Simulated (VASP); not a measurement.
A run of VASP 6.6.1 is set up as follows.

The input INCAR:

```
PREC = Accurate ; ENCUT = 600
EDIFF = 1E-6 ; ISMEAR = -1
SIGMA = 0.1 ; LREAL = False
LASPH = True ; NELM = 100
ALGO = Normal ; ISIF = 3
LWAVE = False ; LCHARG = False
GGA = RE ; IBRION = 2
NSW = 80 ; EDIFFG = -0.01
```

The input KPOINTS:

```
Automatic mesh
0
Gamma
  9 9 9
```

POSCAR

```
Ba
1.0
    0.0000000000      3.1498026247      3.1498026247
    3.1498026247      0.0000000000      3.1498026247
    3.1498026247      3.1498026247      0.0000000000
Ba
1
Direct
    0.0000000000      0.0000000000      0.0000000000
```

Potentials or basis: VASP PAW PBE potentials, release 64 (Ba_sv).

The run is started by

```bash
$ cat potpaw_PBE.64/Ba_sv/POTCAR > POTCAR
$ mpirun -np 1 vasp_std > vasp.out
```

**Question.** What does it give for the relaxed cell?

**Answer.** a = 4.595 Å, b = 4.595 Å, c = 4.595 Å, α = 60.00°, β = 60.00°, γ = 60.00°.

**Question.** Estimate the relaxed volume.

**Answer.** 68.62 Å³/atom.

The path:
```
step  energy change (eV)  largest force (eV/Å)  pressure (GPa)  volume (Å³)
   1              0.0000                0.0000            0.81        62.50
   2             -0.0107                0.0000            0.39        65.40
   3             -0.0140                0.0000           -0.12        69.68
   4             -0.0144                0.0000           -0.01        68.62
```

Caveat: the PAW data sets were made with another functional, which shifts forces and pressure a little.
